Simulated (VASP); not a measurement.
A run of VASP 6.6.1:

The input INCAR:

```
SYSTEM = Al4Ir
PREC = Accurate
ENCUT = 520
EDIFF = 1E-6
ISMEAR = 0
SIGMA = 0.1
LREAL = .False.
LASPH = .True.
NELM = 60
ALGO = Fast
ISIF = 2
LWAVE = .False.
LCHARG = .False.
GGA = PE
NBANDS = 32
```

KPOINTS

```
Automatic mesh
0
Gamma
  3 3 4
  0 0 0
```

File POSCAR:

```
Al4Ir
1.0
    6.0033349700      0.0000000000      0.0000000000
   -3.0016674800      5.1990405900      0.0000000000
    0.0000000000      0.0000000000      4.8787916800
Al Ir
8 2
Direct
    0.5235292700      0.4764707300      0.5812635400
    0.5235292700      0.0470585400      0.5812635400
    0.9529414600      0.4764707300      0.5812635400
    0.4764707300      0.5235292700      0.0812635400
    0.4764707300      0.9529414600      0.0812635400
    0.0470585400      0.5235292700      0.0812635400
    0.3333333300      0.6666666700      0.7562268800
    0.6666666700      0.3333333300      0.2562268800
    0.3333333300      0.6666666700      0.3314173000
    0.6666666700      0.3333333300      0.8314173000
```

Potentials or basis: VASP PAW PBE potentials, release 64 (Al, Ir).

Launch:

```bash
$ cat potpaw_PBE.64/Al/POTCAR potpaw_PBE.64/Ir/POTCAR > POTCAR
$ mpirun -np 1 vasp_std > vasp.out
```

Hardware: 1 thread of AMD EPYC 7R43 64-Core Processor (Zen 3) (shared host).

Q: Estimate the wall time of this run.

A: It took 2.1 min on 1 thread of AMD EPYC 7R43 64-Core Processor (Zen 3) (shared host), peak memory 0.25 GiB. Counts: scf iterations 17, k points 9.
